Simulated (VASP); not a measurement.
**KF: single point with r2SCAN**

The system is KF.

```xyz
4
Lattice="3.6599 0.0000 0.0000 -1.8300 3.1696 0.0000 0.0000 0.0000 6.4788" Properties=species:S:1:pos:R:3 pbc="T T T"
K     0.0000    0.0000    0.0000
K     0.0000    0.0000    3.2394
F     0.0000    2.1131    1.6197
F     1.8300    1.0565    4.8591
```

```yaml
Program: VASP 6.6.1
Task: single point
Functional: r2SCAN
Potentials_or_basis: VASP PAW PBE potentials, release 64 (K_sv, F)
Cutoff: 520 eV
k_mesh: 6 × 6 × 2
Occupations: gaussian, width 0.01 eV
Spin: no spin polarisation
```

The pressure is 0.0 GPa and the band gap on the k mesh is 6.87 eV, direct.

Levels at points of the mesh, in eV from the valence-band top:
```
           k point  band 12  band 13  band 14  band 15  band 16  band 17  band 18  band 19  band 20  band 21
(0.00, 0.00, 0.00)    -0.28    -0.28    -0.08     0.00     0.00     6.87     9.79    10.12    11.01    11.84
(0.50, 0.00, 0.00)    -0.49    -0.34    -0.25    -0.13    -0.05     8.80    10.46    10.72    10.94    11.29
(0.00, 0.00, 0.50)    -0.47    -0.14    -0.14    -0.14    -0.14     8.17     8.17    10.91    10.91    12.23
(0.50, 0.00, 0.50)    -0.53    -0.29    -0.29    -0.20    -0.20     9.46     9.46    11.35    11.35    12.61
```

It took 2.2 min on 1 thread of AMD EPYC 7R13 Processor (Zen 3) (shared host), peak memory 0.17 GiB.

Caveat: the k points lie up to 0.48 Å⁻¹ apart; the PAW data sets were made with another functional, which shifts forces and pressure a little. r2SCAN opens gaps a little over a GGA but as a rule still falls short of measured ones.
